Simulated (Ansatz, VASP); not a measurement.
## One calculation of PbS, two programs

```
CELL_PARAMETERS angstrom
0.00000 3.00481 3.00481
3.00481 0.00000 3.00481
3.00481 3.00481 0.00000
ATOMIC_POSITIONS crystal
Pb 0.00000 0.00000 0.00000
S 0.25000 0.25000 0.25000
```

Change from the starting cell: volume scaled by 0.8, PAW files.

Alike in both runs: task single point; functional LDA; k mesh 12 × 12 × 12; occupations fermi-dirac, width 0.1 eV; no spin polarisation.

|  | VASP | Ansatz |
| --- | --- | --- |
| version | VASP 6.6.1 | Ansatz 0.2.0 |
| potentials or method | VASP PAW LDA potentials, release 64 (Pb_d, S) | PAW with Ansatz's default frozen-core files, scalar-relativistic |
| plane-wave cutoff (eV) | 520 | 420 |
| valence electrons in the cell | 20 | 20 |

|  | VASP | Ansatz | Ansatz less VASP |
| --- | --- | --- | --- |
| pressure (GPa) | 14.4 | 14.4 | -0.08 |

LDA's correlation is that of Perdew and Zunger in VASP and of Perdew and Wang (1992) in Ansatz.

Spin-orbit coupling is off throughout.
